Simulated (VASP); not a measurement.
# SrTiO3 (Pm-3m) in VASP: further runs

Runs on SrTiO3. Level: PBEsol. Tasks: single point.

All numbers are computed with VASP 6.6.1; they aren't measurements. Logs are shortened: lines on timing, memory, paths and dates and some standing lists are left out, and cuts for length are marked.

### 1 The cell of the first run

Symmetry: Pm-3m, No. 221, cubic system. The conventional cell has a = 3.891 Å, b = 3.891 Å, c = 3.891 Å, α = 90.00°, β = 90.00°, γ = 90.00°. Within 3.6 Å of Sr (site symmetry m-3m) lie 12 O at 2.75 Å and 8 Ti at 3.37 Å. Within 2.6 Å of Ti (site symmetry m-3m) lie 6 O at 1.95 Å. Within 2.6 Å of O (site symmetry 4/mmm) lie 2 Ti at 1.95 Å.

### 2 Single point, PBEsol

File INCAR:

```
SYSTEM = SrTiO3
  PREC = Accurate
  ENCUT = 520
  EDIFF = 1E-7
  ISMEAR = 0
  SIGMA = 0.02
  LREAL = .FALSE.
  LASPH = .TRUE.
  NELM = 80
  ALGO = Normal
  ISIF = 2
  LWAVE = .FALSE.
  LCHARG = .TRUE.
  GGA = PS
  LELF = .TRUE.
  LVHAR = .TRUE.
  NBANDS = 28
```

File KPOINTS:

```
Automatic mesh
0
G
  8 8 8
  0 0 0
```

File POSCAR:

```
SrTiO3
1.0
    3.8911204260      0.0000000000      0.0000000000
    0.0000000000      3.8911204260      0.0000000000
    0.0000000000      0.0000000000      3.8911204260
Sr Ti O
1 1 3
Direct
    0.5000000000      0.5000000000      0.5000000000
    0.0000000000      0.0000000000      0.0000000000
    0.5000000000      0.0000000000      0.0000000000
    0.0000000000      0.5000000000      0.0000000000
    0.0000000000      0.0000000000      0.5000000000
```

Potentials or basis: VASP PAW PBE potentials, release 64 (Sr_sv, Ti_sv, O).

The run is started by

```console
$ cat potpaw_PBE.64/Sr_sv/POTCAR potpaw_PBE.64/Ti_sv/POTCAR potpaw_PBE.64/O/POTCAR > POTCAR
$ mpirun -np 1 vasp_std > vasp.out
```

OUTCAR:

```text
SYSTEM = SrTiO3
   PREC = Accurate
   ENCUT = 520
   EDIFF = 1E-7
   ISMEAR = 0
   LREAL = .FALSE.
   LASPH = .TRUE.
   NELM = 80
   ISIF = 2
   GGA = PS

 ion  position               nearest neighbor table
   1  0.500  0.500  0.500-   3 2.75   4 2.75   5 2.75   3 2.75   4 2.75   3 2.75   5 2.75   3 2.75
                             4 2.75   5 2.75   4 2.75   5 2.75   2 3.37   2 3.37   2 3.37   2 3.37
   2  0.000  0.000  0.000-   3 1.95   4 1.95   5 1.95   5 1.95   4 1.95   3 1.95   1 3.37   1 3.37
                             1 3.37   1 3.37   1 3.37   1 3.37   1 3.37   1 3.37
   3  0.500  0.000  0.000-   2 1.95   2 1.95   1 2.75   1 2.75   1 2.75   1 2.75
   4  0.000  0.500  0.000-   2 1.95   2 1.95   1 2.75   1 2.75   1 2.75   1 2.75
   5  0.000  0.000  0.500-   2 1.95   2 1.95   1 2.75   1 2.75   1 2.75   1 2.75

  LATTYP: Found a simple cubic cell.
 ALAT       =     3.8911204260

  Lattice vectors:

 A1 = (   3.8911204260,   0.0000000000,   0.0000000000)
 A2 = (   0.0000000000,   3.8911204260,   0.0000000000)
 A3 = (   0.0000000000,   0.0000000000,   3.8911204260)

Analysis of symmetry for initial positions (statically):
=====================================================================
 Subroutine PRICEL returns:
 Original cell was already a primitive cell.

 Routine SETGRP: Setting up the symmetry group for a
 simple cubic supercell.

 Subroutine GETGRP returns: Found 48 space group operations
 (whereof 48 operations were pure point group operations)
 out of a pool of 48 trial point group operations.

The static configuration has the point symmetry O_h .

Analysis of symmetry for dynamics (positions and initial velocities):
=====================================================================
 Subroutine PRICEL returns:
 Original cell was already a primitive cell.

 Routine SETGRP: Setting up the symmetry group for a
 simple cubic supercell.

 Subroutine GETGRP returns: Found 48 space group operations
 (whereof 48 operations were pure point group operations)
 out of a pool of 48 trial point group operations.

The dynamic configuration has the point symmetry O_h .

 Subroutine INISYM returns: Found 48 space group operations
 (whereof 48 operations are pure point group operations),
 and found     1 'primitive' translations

----------------------------------------------------------------------------------------

[... 99 lines left out ...]
   LREAL  =      F    real-space projection
   EDIFFG = 0.1E-05   stopping-criterion for IOM
   NSW    =      0    number of steps for IOM
   IBRION =     -1    ionic relax: 0-MD 1-quasi-New 2-CG
   NFREE  =      0    steps in history (QN), initial steepest desc. (CG)
   ISIF   =      2    stress and relaxation
   ISYM   =      2    0-nonsym 1-usesym 2-fastsym
   POTIM  = 0.5000    time-step for ionic-motion
   TEBEG  =    0.0;   TEEND  =   0.0 temperature during run
   PSTRESS=    0.0 pullay stress
   NELECT =      40.0000    total number of electrons
   NUPDOWN=      -1.0000    fix difference up-down
   EMIN   =  10.00;   EMAX   =-10.00  energy-range for DOS
   EFERMI =   0.00;   METHOD = LEGACY
   ISMEAR =     0;   SIGMA  =   0.02  broadening in eV -4-tet -1-fermi 0-gaus
   EFERMI_NEDOS =   21; number of points for ismear=-14 and -15
   IALGO  =     38    algorithm
   IMIX   =      4    mixing-type and parameters
     AMIX     =   0.40;   BMIX     =  1.00
     AMIX_MAG =   1.60;   BMIX_MAG =  1.00
  volume/ion in A,a.u.               =      11.78        79.52
  Fermi-wavevector in a.u.,A,eV,Ry     =   1.438865  2.719061 28.168598  2.070334
  Thomas-Fermi vector in A             =   2.557785
   LORBIT       =      0    0 simple, 1 ext, 2 COOP (PROOUT), +10 PAW based schemes
   GGA     = PS    functional components
   LHFCALC =     F    Hartree Fock is set to
   AEXX    =    0.0000 exact exchange contribution
   IVDW    =     0    specifies the selected vdW correction
   LEPSILON=     F    determine dielectric tensor
   LRPA    =     F    only Hartree local field effects (RPA)
 non-spin polarized calculation
 Gauss-broadening in eV      SIGMA  =   0.02
  energy-cutoff  :      520.00
  volume of cell :       58.91
 maximum number of plane-waves:      1622
 NGX is ok and might be reduce to    30
   NGX = 15   NGY = 15   NGZ = 15

 number of electron      40.0000013 magnetization

 Free energy of the ion-electron system (eV)
  ---------------------------------------------------
  ext. energy  EPLUGINS =         0.00000000
  ---------------------------------------------------
  free energy    TOTEN  =       -42.01575955 eV

  energy without entropy =      -42.01575955  energy(sigma->0) =      -42.01575955

 E-fermi :   4.2920     XC(G=0): -11.5968

 val. band max:        4.1137226058   @ k =   0.5000   0.5000   0.5000
 cond. band min:       5.9336002802   @ k =   0.0000   0.0000   0.0000
 fundamental gap:      1.8198776744
 Fermi energy:         4.2920317314

 k-point     1 :       0.0000    0.0000    0.0000
  band No.  band energies     occupation
      1     -52.0426      2.00000
      2     -28.4997      2.00000
      3     -28.4120      2.00000
      4     -28.4120      2.00000
      5     -28.4120      2.00000
      6     -13.2852      2.00000
[... 733 lines left out ...]
     27      12.3679      0.00000
     28      12.8760      0.00000

 [... further k-points ...]

------------------------ aborting loop because EDIFF is reached ----------------------------------------

  FORCE on cell =-STRESS in cart. coord.  units (eV):
  Direction    XX          YY          ZZ          XY          YZ          ZX
  --------------------------------------------------------------------------------------
  -------------------------------------------------------------------------------------
  Total        0.2479408      0.2479408      0.2479408     -0.0000000      0.0000000     -0.0000000
  in kB        6.7427122      6.7427122      6.7427122     -0.0000000      0.0000000     -0.0000000
  external PRESSURE =       6.7427122 kB  Pullay stress =       0.0000000 kB

 VOLUME and BASIS-vectors are now :
 -----------------------------------------------------------------------------
  energy-cutoff  :      520.00
  volume of cell :       58.91
      direct lattice vectors                 reciprocal lattice vectors
     3.891120426  0.000000000  0.000000000     0.256995387  0.000000000  0.000000000
     0.000000000  3.891120426  0.000000000     0.000000000  0.256995387  0.000000000
     0.000000000  0.000000000  3.891120426     0.000000000  0.000000000  0.256995387

 POSITION                                       TOTAL-FORCE (eV/Angst)
 -----------------------------------------------------------------------------------
      1.94556      1.94556      1.94556         0.000000      0.000000      0.000000
      0.00000      0.00000      0.00000         0.000000      0.000000      0.000000
      1.94556      0.00000      0.00000         0.000000      0.000000      0.000000
      0.00000      1.94556      0.00000         0.000000      0.000000      0.000000
      0.00000      0.00000      1.94556         0.000000      0.000000      0.000000
 -----------------------------------------------------------------------------------
    total drift:                                0.000000     -0.000000      0.000000

  FREE ENERGIE OF THE ION-ELECTRON SYSTEM (eV)
  ---------------------------------------------------
  free  energy   TOTEN  =       -42.0157595510 eV

  energy  without entropy=      -42.0157595510  energy(sigma->0) =      -42.01575955
```

Wall time 39 s (1 thread of Intel Xeon Platinum 8488C (Sapphire Rapids), shared host); peak memory 0.2 GiB.

Results:

```yaml
Free_energy: -42.0158 eV
Pressure: 0.7 GPa
Band_gap_on_the_k_mesh: 1.82 eV, indirect (least direct gap 2.17 eV)
```

Levels at points of the mesh, in eV from the valence-band top:
```csv
k point,band 17,band 18,band 19,band 20,band 21,band 22,band 23,band 24
"(0.00, 0.00, 0.00)",-1.21,-0.35,-0.35,-0.35,1.82,1.82,1.82,4.41
"(0.50, 0.00, 0.00)",-2.42,-2.07,-0.74,-0.74,2.00,3.83,3.83,4.43
"(0.50, 0.50, 0.00)",-1.74,-1.60,-1.60,-0.10,3.84,3.84,4.30,5.41
"(0.50, 0.50, 0.50)",-3.81,0.00,0.00,0.00,4.54,4.54,4.54,6.90
```

Caveat: the PAW data sets were made with another functional, which shifts forces and pressure a little.

### 3 Single point, PBEsol (volume scaled by 1.03)

File INCAR:

```
SYSTEM = SrTiO3
PREC = Accurate ; ENCUT = 520
EDIFF = 1E-7 ; ISMEAR = 0
SIGMA = 0.02 ; LREAL = .FALSE.
LASPH = .TRUE. ; NELM = 60
ALGO = Normal ; ISIF = 2
LWAVE = .FALSE. ; LCHARG = .FALSE.
GGA = PS ; NBANDS = 28
```

KPOINTS is that of step 2.

Edit POSCAR of step 2 so:

```diff
@@ -2,5 +2,5 @@
 1.0
-    3.8911204260      0.0000000000      0.0000000000
-    0.0000000000      3.8911204260      0.0000000000
-    0.0000000000      0.0000000000      3.8911204260
+    3.9296488765      0.0000000000      0.0000000000
+    0.0000000000      3.9296488765      0.0000000000
+    0.0000000000      0.0000000000      3.9296488765
 Sr Ti O
```

Potentials or basis: VASP PAW PBE potentials, release 64 (Sr_sv, Ti_sv, O).

The run is started by

```console
$ cat potpaw_PBE.64/Sr_sv/POTCAR potpaw_PBE.64/Ti_sv/POTCAR potpaw_PBE.64/O/POTCAR > POTCAR
$ mpirun -np 1 vasp_std > vasp.out
```

It took 38 s on 1 thread of Intel Xeon Platinum 8488C (Sapphire Rapids), shared host; peak memory 0.2 GiB.

It converged, with:

```yaml
Free_energy: -41.9960 eV
Pressure: -4.5 GPa
Band_gap_on_the_k_mesh: 1.77 eV, indirect (least direct gap 2.14 eV)
```

Levels at points of the mesh, in eV from the valence-band top:
```csv
k point,band 18,band 19,band 20,band 21,band 22,band 23
"(0.00, 0.00, 0.00)",-0.37,-0.37,-0.37,1.77,1.77,1.77
"(0.50, 0.00, 0.00)",-1.97,-0.74,-0.74,1.94,3.68,3.68
"(0.50, 0.50, 0.00)",-1.57,-1.57,-0.09,3.69,3.69,4.13
"(0.50, 0.50, 0.50)",0.00,0.00,0.00,4.35,4.35,4.35
```

Caveat: the PAW data sets were made with another functional, which shifts forces and pressure a little. A k mesh can miss the band edges.

### 4 Single point, PBEsol (volume scaled by 1.06)

File INCAR:

```
SYSTEM = SrTiO3
ALGO = Normal
EDIFF = 1E-6
ENCUT = 520
GGA = PS
ISIF = 2
ISMEAR = 0
LASPH = .True.
LCHARG = .False.
LREAL = .False.
LWAVE = .False.
NBANDS = 28
NELM = 60
PREC = Accurate
SIGMA = 0.02
```

File KPOINTS:

```
k-points
0
Gamma
  8 8 8
  0 0 0
```

Edit POSCAR of step 3 so:

```diff
@@ -2,5 +2,5 @@
 1.0
-    3.9296488765      0.0000000000      0.0000000000
-    0.0000000000      3.9296488765      0.0000000000
-    0.0000000000      0.0000000000      3.9296488765
+    3.9674362799      0.0000000000      0.0000000000
+    0.0000000000      3.9674362799      0.0000000000
+    0.0000000000      0.0000000000      3.9674362799
 Sr Ti O
```

The run is started by

```console
$ cat potpaw_PBE.64/Sr_sv/POTCAR potpaw_PBE.64/Ti_sv/POTCAR potpaw_PBE.64/O/POTCAR > POTCAR
$ mpirun -np 1 vasp_std > vasp.out
```

It took 37 s on 1 thread of Intel Xeon Platinum 8488C (Sapphire Rapids), shared host; peak memory 0.2 GiB.

It converged, with:

| Quantity | Value |
| --- | --- |
| Free energy | -41.9231 eV |
| Pressure | -8.9 GPa |
| Band gap on the k mesh | 1.72 eV, indirect (least direct gap 2.10 eV) |

Levels at points of the mesh, in eV from the valence-band top:
| k point | band 16 | band 17 | band 18 | band 19 | band 20 | band 21 | band 22 | band 23 | band 24 | band 25 |
| --- | --- | --- | --- | --- | --- | --- | --- | --- | --- | --- |
| (0.00, 0.00, 0.00) | -1.11 | -1.11 | -0.38 | -0.38 | -0.38 | 1.72 | 1.72 | 1.72 | 4.01 | 4.01 |
| (0.50, 0.00, 0.00) | -2.27 | -2.27 | -1.89 | -0.74 | -0.74 | 1.87 | 3.54 | 3.54 | 4.01 | 6.07 |
| (0.50, 0.50, 0.00) | -2.73 | -1.77 | -1.54 | -1.54 | -0.09 | 3.54 | 3.54 | 3.97 | 4.91 | 7.62 |
| (0.50, 0.50, 0.50) | -3.65 | -3.65 | 0.00 | 0.00 | 0.00 | 4.17 | 4.17 | 4.17 | 6.68 | 6.68 |

Caveat: the PAW data sets were made with another functional, which shifts forces and pressure a little.

### 5 Summary

```csv
cell,gap on the mesh (eV),pressure (GPa)
"a = 3.891 Å, 5 atoms",1.82,0.7
"a = 3.930 Å, 5 atoms",1.77,-4.5
"a = 3.967 Å, 5 atoms",1.72,-8.9
```

Alike in all rows: task single point; level PBEsol; potentials or basis VASP PAW PBE potentials, release 64 (Sr_sv, Ti_sv, O); no spin polarisation; k mesh 8 × 8 × 8; cutoff (eV) 520; smearing gaussian 0.02 eV.

Caveats: the PAW data sets were made with another functional, which shifts forces and pressure a little.

Absolute energies hang on the potentials; compare differences alone.
